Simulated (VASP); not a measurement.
The system is BP.

```
B P
1.0
     0.00000    2.20680    2.20680
     2.20680    0.00000    2.20680
     2.20680    2.20680    0.00000
B P
1 1
Direct
  0.00000 0.00000 0.00000
  0.25000 0.25000 0.25000
```

Base run:

| Quantity | Value |
| --- | --- |
| Program | VASP 6.6.1 |
| Functional | PBE |
| Potentials or basis | VASP PAW PBE potentials, release 64 (B, P) |
| Cutoff | 500 eV |
| k mesh | 6 × 6 × 6 |
| Occupations | gaussian, width 0.01 eV |
| Spin | no spin polarisation |

Its results: band gap on the k mesh 1.15 eV, indirect (least direct gap 3.54 eV); pressure 17.2 GPa.

Task: The run is repeated on the same cell with these changes: k mesh from 6 × 6 × 6 to 4 × 4 × 4. What comes out?

Result: Band gap on the k mesh 1.13 eV, indirect (least direct gap 3.52 eV); pressure 18.4 GPa.

Caveats: some runs use coarse meshes.

A k mesh can miss the band edges.
